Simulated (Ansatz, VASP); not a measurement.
**One calculation of LiF, two programs**

```
Li F
1.0
     0.00000    2.04197    2.04197
     2.04197    0.00000    2.04197
     2.04197    2.04197    0.00000
Li F
1 1
Direct
  0.00000 0.00000 0.00000
  0.50000 0.50000 0.50000
```

Alike in both runs: task relaxation of cell and atoms; functional PBE; k mesh 10 × 10 × 10; occupations gaussian, width 0.02 eV; no spin polarisation.

```csv
,VASP,Ansatz
version,VASP 6.6.1,Ansatz 0.2.0
potentials or method,"VASP PAW PBE potentials, release 64 (Li_sv, F), cutoff 750 eV","scalar-relativistic, all-electron LAPW"
```

Ansatz gave:

* gap on the k mesh at the Fermi level, each at its own relaxed structure (eV): 8.82
* relaxed volume (Å³/atom): 8.40
* relaxed length of the cell vector where the two differ most in proportion (Å): 2.875

Question: Which values does VASP return?

Answer: gap on the k mesh at the Fermi level, each at its own relaxed structure (eV): 8.90; relaxed volume (Å³/atom): 8.34; relaxed length of the cell vector where the two differ most in proportion (Å): 2.867.

Ansatz ran all-electron here, and VASP with PAW potentials.
